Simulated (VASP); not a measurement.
# Bi3S (Fm-3m) in VASP: further runs

The runs below take Bi3S through single point, relaxation of cell and atoms, with PBE.

All numbers are computed with VASP 6.6.1; they aren't measurements. Logs are shortened: lines on timing, memory, paths and dates and some standing lists are left out, and cuts for length are marked.

## Step 1: The cell of the first run

It takes space group Fm-3m (No. 225, cubic). The conventional cell has a = 7.608 Å, b = 7.608 Å, c = 7.608 Å, α = 90.00°, β = 90.00°, γ = 90.00°. Bi (site symmetry -43m) has 10 Bi at 3.29 to 3.80 Å and 4 S at 3.29 Å within 4.3 Å. Bi (site symmetry m-3m) has 8 Bi at 3.29 Å and 6 S at 3.80 Å within 4.3 Å. Within 4.3 Å of S (site symmetry m-3m) lie 14 Bi at 3.29 to 3.80 Å.

## Step 2: Single point, PBE

File INCAR:

```
SYSTEM = Bi3S
PREC = Accurate ; ENCUT = 520
EDIFF = 1E-6 ; ISMEAR = 0
SIGMA = 0.1 ; LREAL = .FALSE.
LASPH = .TRUE. ; NELM = 60
ALGO = Normal ; ISIF = 2
LWAVE = .FALSE. ; LCHARG = .FALSE.
GGA = PE ; NBANDS = 34
```

File KPOINTS:

```
regular mesh
0
G
  4 4 4
  0 0 0
```

File POSCAR:

```
Bi3S
1.0
    0.0000000000      3.8039824800      3.8039824800
    3.8039824800      0.0000000000      3.8039824800
    3.8039824800      3.8039824800      0.0000000000
Bi S
3 1
Direct
    0.2500000000      0.2500000000      0.2500000000
    0.7500000000      0.7500000000      0.7500000000
    0.5000000000      0.5000000000      0.5000000000
    0.0000000000      0.0000000000      0.0000000000
```

Potentials or basis: VASP PAW PBE potentials, release 64 (Bi_d, S).

Started as:

```sh
$ cat potpaw_PBE.64/Bi_d/POTCAR potpaw_PBE.64/S/POTCAR > POTCAR
$ mpirun -np 1 vasp_std > vasp.out
```

OUTCAR:

```text
SYSTEM = Bi3S
   PREC = Accurate
   ENCUT = 520
   EDIFF = 1E-6
   ISMEAR = 0
   LREAL = .FALSE.
   LASPH = .TRUE.
   NELM = 60
   ISIF = 2
   GGA = PE

 ion  position               nearest neighbor table
   1  0.250  0.250  0.250-   4 3.29   4 3.29   4 3.29   3 3.29   4 3.29   3 3.29   3 3.29   3 3.29
                             2 3.80   2 3.80   2 3.80   2 3.80   2 3.80   2 3.80
   2  0.750  0.750  0.750-   3 3.29   3 3.29   3 3.29   3 3.29   4 3.29   4 3.29   4 3.29   4 3.29
                             1 3.80   1 3.80   1 3.80   1 3.80   1 3.80   1 3.80
   3  0.500  0.500  0.500-   1 3.29   1 3.29   1 3.29   1 3.29   2 3.29   2 3.29   2 3.29   2 3.29

   4  0.000  0.000  0.000-   2 3.29   2 3.29   2 3.29   1 3.29   2 3.29   1 3.29   1 3.29   1 3.29

  LATTYP: Found a face centered cubic cell.
 ALAT       =     7.6079649600

  Lattice vectors:

 A1 = (   0.0000000000,   3.8039824800,   3.8039824800)
 A2 = (   3.8039824800,   0.0000000000,   3.8039824800)
 A3 = (   3.8039824800,   3.8039824800,   0.0000000000)

Analysis of symmetry for initial positions (statically):
=====================================================================
 Subroutine PRICEL returns:
 Original cell was already a primitive cell.

 Routine SETGRP: Setting up the symmetry group for a
 face centered cubic supercell.

 Subroutine GETGRP returns: Found 48 space group operations
 (whereof 48 operations were pure point group operations)
 out of a pool of 48 trial point group operations.

The static configuration has the point symmetry O_h .

Analysis of symmetry for dynamics (positions and initial velocities):
=====================================================================
 Subroutine PRICEL returns:
 Original cell was already a primitive cell.

 Routine SETGRP: Setting up the symmetry group for a
 face centered cubic supercell.

 Subroutine GETGRP returns: Found 48 space group operations
 (whereof 48 operations were pure point group operations)
 out of a pool of 48 trial point group operations.

The dynamic configuration has the point symmetry O_h .

 Subroutine INISYM returns: Found 48 space group operations
 (whereof 48 operations are pure point group operations),
 and found     1 'primitive' translations

----------------------------------------------------------------------------------------

                                     Primitive cell

  volume of cell :     110.0894

  direct lattice vectors                    reciprocal lattice vectors
     0.000000000  3.803982480  3.803982480    -0.131441194  0.131441194  0.131441194
     3.803982480  0.000000000  3.803982480     0.131441194 -0.131441194  0.131441194
     3.803982480  3.803982480  0.000000000     0.131441194  0.131441194 -0.131441194

  length of vectors
     5.379643614  5.379643614  5.379643614     0.227662827  0.227662827  0.227662827

  position of ions in fractional coordinates (direct lattice)
     0.250000000  0.250000000  0.250000000
     0.750000000  0.750000000  0.750000000
     0.500000000  0.500000000  0.500000000
     0.000000000  0.000000000  0.000000000

  ion indices of the primitive-cell ions
   primitive index   ion index
                 1           1
                 2           2
                 3           3
                 4           4

----------------------------------------------------------------------------------------

 KPOINTS: regular mesh

Automatic generation of k-mesh.
 Grid dimensions read from file:
 generate k-points for:    4    4    4

 Generating k-lattice:

  Cartesian coordinates                     Fractional coordinates (reciprocal lattice)
    -0.032860299  0.032860299  0.032860299     0.250000000  0.000000000  0.000000000
     0.032860299 -0.032860299  0.032860299     0.000000000  0.250000000  0.000000000
     0.032860299  0.032860299 -0.032860299     0.000000000  0.000000000  0.250000000

  Length of vectors
     0.056915707  0.056915707  0.056915707

  Shift w.r.t. Gamma in fractional coordinates (k-lattice)
     0.000000000  0.000000000  0.000000000

 Subroutine IBZKPT returns following result:
 ===========================================

 Found      8 irreducible k-points:

 Following reciprocal coordinates:
            Coordinates               Weight
  0.000000  0.000000  0.000000      1.000000
  0.250000  0.000000  0.000000      8.000000
  0.500000  0.000000  0.000000      4.000000
  0.250000  0.250000  0.000000      6.000000
  0.500000  0.250000  0.000000     24.000000
 -0.250000  0.250000  0.000000     12.000000
  0.500000  0.500000  0.000000      3.000000
 -0.250000  0.500000  0.250000      6.000000
   k-points           NKPTS =      8   k-points in BZ     NKDIM =      8   number of bands    NBANDS=     34
   number of dos      NEDOS =    301   number of ions     NIONS =      4
   total plane-waves  NPLWV =  64000
   dimension x,y,z NGX =    40 NGY =   40 NGZ =   40
   dimension x,y,z NGXF=    80 NGYF=   80 NGZF=   80
   ions per type =               3   1
   NGX,Y,Z   is equivalent  to a cutoff of  12.36, 12.36, 12.36 a.u.
   NGXF,Y,Z  is equivalent  to a cutoff of  24.72, 24.72, 24.72 a.u.
 SYSTEM =  Bi3S
   PREC   = accura    normal or accurate (medium, high low for compatibility)
   ISTART =      0    job   : 0-new  1-cont  2-samecut
   ICHARG =      2    charge: 1-file 2-atom 10-const
   ISPIN  =      1    spin polarized calculation?
   LNONCOLLINEAR =      F non collinear calculations
   LSORBIT =      F    spin-orbit coupling
   LASPH  =      T    aspherical Exc in radial PAW
   ENCUT  =  520.0 eV  38.22 Ry    6.18 a.u.  10.00 10.00 10.00*2*pi/ulx,y,z
   NELM   =     60;   NELMIN=  2; NELMDL= -5     # of ELM steps
   EDIFF  = 0.1E-05   stopping-criterion for ELM
   LREAL  =      F    real-space projection
   EDIFFG = 0.1E-04   stopping-criterion for IOM
   NSW    =      0    number of steps for IOM
   IBRION =     -1    ionic relax: 0-MD 1-quasi-New 2-CG
   NFREE  =      0    steps in history (QN), initial steepest desc. (CG)
   ISIF   =      2    stress and relaxation
   ISYM   =      2    0-nonsym 1-usesym 2-fastsym
   POTIM  = 0.5000    time-step for ionic-motion
   TEBEG  =    0.0;   TEEND  =   0.0 temperature during run
   PSTRESS=    0.0 pullay stress
   NELECT =      51.0000    total number of electrons
   NUPDOWN=      -1.0000    fix difference up-down
   EMIN   =  10.00;   EMAX   =-10.00  energy-range for DOS
   EFERMI =   0.00;   METHOD = LEGACY
   ISMEAR =     0;   SIGMA  =   0.10  broadening in eV -4-tet -1-fermi 0-gaus
   EFERMI_NEDOS =   21; number of points for ismear=-14 and -15
   IALGO  =     38    algorithm
   IMIX   =      4    mixing-type and parameters
     AMIX     =   0.40;   BMIX     =  1.00
     AMIX_MAG =   1.60;   BMIX_MAG =  1.00
  volume/ion in A,a.u.               =      27.52       185.73
  Fermi-wavevector in a.u.,A,eV,Ry     =   1.266727  2.393767 21.831874  1.604597
  Thomas-Fermi vector in A             =   2.399913
   LORBIT       =      0    0 simple, 1 ext, 2 COOP (PROOUT), +10 PAW based schemes
   GGA     = PE    functional components
   LHFCALC =     F    Hartree Fock is set to
   AEXX    =    0.0000 exact exchange contribution
   IVDW    =     0    specifies the selected vdW correction
   LEPSILON=     F    determine dielectric tensor
   LRPA    =     F    only Hartree local field effects (RPA)
 non-spin polarized calculation
 Gauss-broadening in eV      SIGMA  =   0.10
  energy-cutoff  :      520.00
  volume of cell :      110.09
 maximum number of plane-waves:      2996
   NGX = 21   NGY = 21   NGZ = 21

 number of electron      50.9999978 magnetization

 Free energy of the ion-electron system (eV)
  ---------------------------------------------------
  ext. energy  EPLUGINS =         0.00000000
  ---------------------------------------------------
  free energy    TOTEN  =       -15.37653231 eV

  energy without entropy =      -15.36617831  energy(sigma->0) =      -15.37135531

 E-fermi :   7.3770     XC(G=0): -10.3599

 val. band max:        7.3621196017   @ k =  -0.2500   0.5000   0.2500
 cond. band min:       7.8494738820   @ k =  -0.2500   0.2500   0.0000
 fundamental gap:      0.4873542803
 Fermi energy:         7.3770118698

 k-point     1 :       0.0000    0.0000    0.0000
  band No.  band energies     occupation
      1     -15.6343      2.00000
      2     -15.6343      2.00000
      3     -15.5947      2.00000
      4     -15.5947      2.00000
      5     -15.5947      2.00000
      6     -15.5800      2.00000
[... 26 lines left out ...]
     33      12.0840      0.00000
     34      17.3649      0.00000

 k-point     2 :       0.2500    0.0000    0.0000
  band No.  band energies     occupation
      1     -15.6170      2.00000
      2     -15.6170      2.00000
      3     -15.6052      2.00000
      4     -15.6006      2.00000
      5     -15.6006      2.00000
      6     -15.5775      2.00000
[... 26 lines left out ...]
     33      13.1688      0.00000
     34      17.3427      0.00000

 k-point     3 :       0.5000    0.0000    0.0000
  band No.  band energies     occupation
      1     -15.6060      2.00000
      2     -15.6060      2.00000
      3     -15.5936      2.00000
      4     -15.5807      2.00000
      5     -15.5807      2.00000
      6     -15.5774      2.00000
[... 26 lines left out ...]
     33      15.9208      0.00000
     34      15.9250      0.00000

 k-point     4 :       0.2500    0.2500    0.0000
  band No.  band energies     occupation
      1     -15.6277      2.00000
      2     -15.6079      2.00000
      3     -15.6079      2.00000
      4     -15.6036      2.00000
      5     -15.5966      2.00000
      6     -15.5726      2.00000
[... 26 lines left out ...]
     33      14.6751      0.00000
     34      16.4202      0.00000

 k-point     5 :       0.5000    0.2500    0.0000
  band No.  band energies     occupation
      1     -15.6136      2.00000
      2     -15.6054      2.00000
      3     -15.6035      2.00000
      4     -15.5952      2.00000
      5     -15.5925      2.00000
      6     -15.5824      2.00000
[... 26 lines left out ...]
     33      15.0842      0.00000
     34      15.7774      0.00000

 k-point     6 :      -0.2500    0.2500    0.0000
  band No.  band energies     occupation
      1     -15.6144      2.00000
      2     -15.6066      2.00000
      3     -15.5979      2.00000
      4     -15.5939      2.00000
      5     -15.5874      2.00000
      6     -15.5806      2.00000
[... 26 lines left out ...]
     33      15.3336      0.00000
     34      15.8703      0.00000

 k-point     7 :       0.5000    0.5000    0.0000
  band No.  band energies     occupation
      1     -15.6211      2.00000
      2     -15.6095      2.00000
      3     -15.6095      2.00000
      4     -15.6069      2.00000
      5     -15.5976      2.00000
      6     -15.5750      2.00000
[... 26 lines left out ...]
     33      13.8749      0.00000
     34      13.9777      0.00000

 k-point     8 :      -0.2500    0.5000    0.2500
  band No.  band energies     occupation
      1     -15.6085      2.00000
      2     -15.6085      2.00000
      3     -15.6020      2.00000
      4     -15.5914      2.00000
      5     -15.5908      2.00000
      6     -15.5896      2.00000
[... 26 lines left out ...]
     33      15.7127      0.00000
     34      15.9377      0.00000

------------------------ aborting loop because EDIFF is reached ----------------------------------------

  FORCE on cell =-STRESS in cart. coord.  units (eV):
  Direction    XX          YY          ZZ          XY          YZ          ZX
  --------------------------------------------------------------------------------------
  -------------------------------------------------------------------------------------
  Total       -0.2414589     -0.2414589     -0.2414589     -0.0000000      0.0000000     -0.0000000
  in kB       -3.5140528     -3.5140528     -3.5140528     -0.0000000      0.0000000     -0.0000000
  external PRESSURE =      -3.5140528 kB  Pullay stress =       0.0000000 kB

 VOLUME and BASIS-vectors are now :
 -----------------------------------------------------------------------------
  energy-cutoff  :      520.00
  volume of cell :      110.09
      direct lattice vectors                 reciprocal lattice vectors
     0.000000000  3.803982480  3.803982480    -0.131441194  0.131441194  0.131441194
     3.803982480  0.000000000  3.803982480     0.131441194 -0.131441194  0.131441194
     3.803982480  3.803982480  0.000000000     0.131441194  0.131441194 -0.131441194

 POSITION                                       TOTAL-FORCE (eV/Angst)
 -----------------------------------------------------------------------------------
      1.90199      1.90199      1.90199         0.000000      0.000000     -0.000000
      5.70597      5.70597      5.70597        -0.000000      0.000000      0.000000
      3.80398      3.80398      3.80398         0.000000     -0.000000     -0.000000
      0.00000      0.00000      0.00000         0.000000     -0.000000     -0.000000
 -----------------------------------------------------------------------------------
    total drift:                               -0.000000     -0.000000      0.000000

  FREE ENERGIE OF THE ION-ELECTRON SYSTEM (eV)
  ---------------------------------------------------
  free  energy   TOTEN  =       -15.3765323092 eV

  energy  without entropy=      -15.3661783130  energy(sigma->0) =      -15.37135531
```

Wall time 18 s (1 thread of AMD EPYC 9R45 (Zen 5), shared host); peak memory 0.21 GiB.

Results:

* Free energy: -15.3765 eV
* Pressure: -0.4 GPa

Levels at points of the mesh, in eV from the Fermi level:
```csv
k point,band 22,band 23,band 24,band 25,band 26,band 27,band 28,band 29
"(0.00, 0.00, 0.00)",-2.63,-2.03,-2.03,-2.03,-1.60,-1.60,-1.60,4.26
"(0.50, 0.00, 0.00)",-2.97,-2.97,-1.88,-1.50,1.13,1.13,2.15,2.63
"(0.50, 0.50, 0.00)",-1.36,-0.81,-0.26,-0.26,1.26,1.56,1.56,2.55
```

Caveat: spin-orbit coupling is left out, which moves the levels of the heavy elements.

## Step 3: Single point, PBE

File INCAR:

```
SYSTEM = Bi3S
PREC     = Accurate       ! precision mode
ENCUT    = 520            ! plane-wave cutoff, eV
EDIFF    = 1E-6           ! SCF threshold, eV
ISMEAR   = 0              ! smearing method
SIGMA    = 0.1            ! smearing width, eV
LREAL    = .FALSE.        ! projectors in reciprocal space
LASPH    = .TRUE.         ! aspherical terms in the spheres
NELM     = 80             ! most SCF steps
ALGO     = Normal         ! electronic algorithm
ISIF     = 2              ! what is computed and relaxed
LWAVE    = .FALSE.        ! write WAVECAR
LCHARG   = .TRUE.         ! write CHGCAR
GGA      = PE             ! functional
LELF     = .TRUE.         ! ELF
LVHAR    = .TRUE.       
NBANDS   = 34             ! bands
```

File KPOINTS:

```
Automatic mesh
0
G
  10 10 10
  0 0 0
```

File POSCAR:

```
Bi3S
1.0
    0.0000000000      3.8018331964      3.8018331964
    3.8018331964      0.0000000000      3.8018331964
    3.8018331964      3.8018331964      0.0000000000
Bi S
3 1
Direct
    0.2500000000      0.2500000000      0.2500000000
    0.7500000000      0.7500000000      0.7500000000
    0.5000000000      0.5000000000      0.5000000000
    0.0000000000      0.0000000000      0.0000000000
```

Potentials or basis: VASP PAW PBE potentials, release 64 (Bi_d, S).

Started as:

```sh
$ cat potpaw_PBE.64/Bi_d/POTCAR potpaw_PBE.64/S/POTCAR > POTCAR
$ mpirun -np 1 vasp_std > vasp.out
```

Run time: 95 s. Hardware: 1 thread of AMD EPYC 9R45 (Zen 5), shared host; peak memory 0.28 GiB.

Results (log left out):

```
Free energy : -15.1845 eV
Pressure    : 0.0 GPa
```

Levels at points of the mesh, in eV from the Fermi level:
| k point | band 21 | band 22 | band 23 | band 24 | band 25 | band 26 | band 27 | band 28 | band 29 | band 30 |
| --- | --- | --- | --- | --- | --- | --- | --- | --- | --- | --- |
| (0.00, 0.00, 0.00) | -2.87 | -2.87 | -2.34 | -2.34 | -2.34 | -1.89 | -1.89 | -1.89 | 3.97 | 3.97 |
| (0.50, 0.00, 0.00) | -3.49 | -3.27 | -3.27 | -2.12 | -1.80 | 0.85 | 0.85 | 1.88 | 2.34 | 2.34 |
| (0.50, 0.50, 0.00) | -5.29 | -1.59 | -1.11 | -0.50 | -0.50 | 0.98 | 1.26 | 1.26 | 2.24 | 3.64 |

Caveat: spin-orbit coupling is left out, which moves the levels of the heavy elements.

## Step 4: Relaxation of cell and atoms, PBE

File INCAR:

```
SYSTEM = Bi3S
  PREC = Accurate
  ENCUT = 600
  EDIFF = 1E-6
  ISMEAR = 0
  SIGMA = 0.1
  LREAL = .FALSE.
  LASPH = .TRUE.
  NELM = 100
  ALGO = Normal
  ISIF = 3
  LWAVE = .FALSE.
  LCHARG = .FALSE.
  GGA = PE
  IBRION = 2
  NSW = 100
  EDIFFG = -0.01
```

File KPOINTS:

```
regular mesh
0
G
  10 10 10
  0 0 0
```

File POSCAR:

```
Bi3S
1.0
    0.0000000000      3.8039824800      3.8039824800
    3.8039824800      0.0000000000      3.8039824800
    3.8039824800      3.8039824800      0.0000000000
Bi S
3 1
Direct
    0.2500000000      0.2500000000      0.2500000000
    0.7500000000      0.7500000000      0.7500000000
    0.5000000000      0.5000000000      0.5000000000
    0.0000000000      0.0000000000      0.0000000000
```

Started as:

```sh
$ cat potpaw_PBE.64/Bi_d/POTCAR potpaw_PBE.64/S/POTCAR > POTCAR
$ mpirun -np 1 vasp_std > vasp.out
```

Run time: 3.8 min. Hardware: 1 thread of AMD EPYC 9R45 (Zen 5), shared host; peak memory 0.38 GiB.

The run converged. Its results:

- Free energy: -15.1846 eV
- Relaxed volume: 27.47 Å³/atom
- Relaxed cell: a = 5.376 Å, b = 5.376 Å, c = 5.376 Å, α = 60.00°, β = 60.00°, γ = 60.00°
- Space group after relaxing (to 0.05 Å): Fm-3m (No. 225)
- Energy gained by relaxing: 0.0 meV/atom
- Ionic steps: 2
- Pressure after relaxing: 0.0 GPa

Final structure:
```
Bi S
1.0
     0.00000    3.80152    3.80152
     3.80152    0.00000    3.80152
     3.80152    3.80152    0.00000
Bi S
3 1
Cartesian
  1.9008 1.9008 1.9008
  5.7023 5.7023 5.7023
  3.8015 3.8015 3.8015
  0.0000 3.8015 3.8015
```

Levels at points of the mesh, in eV from the Fermi level:
```
           k point  band 22  band 23  band 24  band 25  band 26  band 27  band 28  band 29
(0.00, 0.00, 0.00)    -2.87    -2.34    -2.34    -2.34    -1.89    -1.89    -1.89     3.97
(0.50, 0.00, 0.00)    -3.27    -3.27    -2.12    -1.80     0.85     0.85     1.88     2.34
(0.50, 0.50, 0.00)    -1.59    -1.11    -0.50    -0.50     0.98     1.26     1.26     2.24
```

Caveat: spin-orbit coupling is left out, which moves the levels of the heavy elements.

## Step 5: Overview

```csv
task,cell,k mesh,cutoff (eV),gap on the mesh (eV),pressure (GPa)
single point,"a = 5.380 Å, angles 60.0°, 4 atoms",4 × 4 × 4,520,none,-0.4
single point,"a = 5.377 Å, angles 60.0°, 4 atoms",10 × 10 × 10,520,none,0.0
relaxation of cell and atoms,"relaxed from a = 5.380 Å, angles 60.0°, 4 atoms",10 × 10 × 10,600,none,0.0
```

Alike in all rows: level PBE; potentials or basis VASP PAW PBE potentials, release 64 (Bi_d, S); no spin polarisation; smearing gaussian 0.1 eV.

Caveats: spin-orbit coupling is left out, which moves the levels of the heavy elements.

Absolute energies hang on the potentials; compare differences alone.
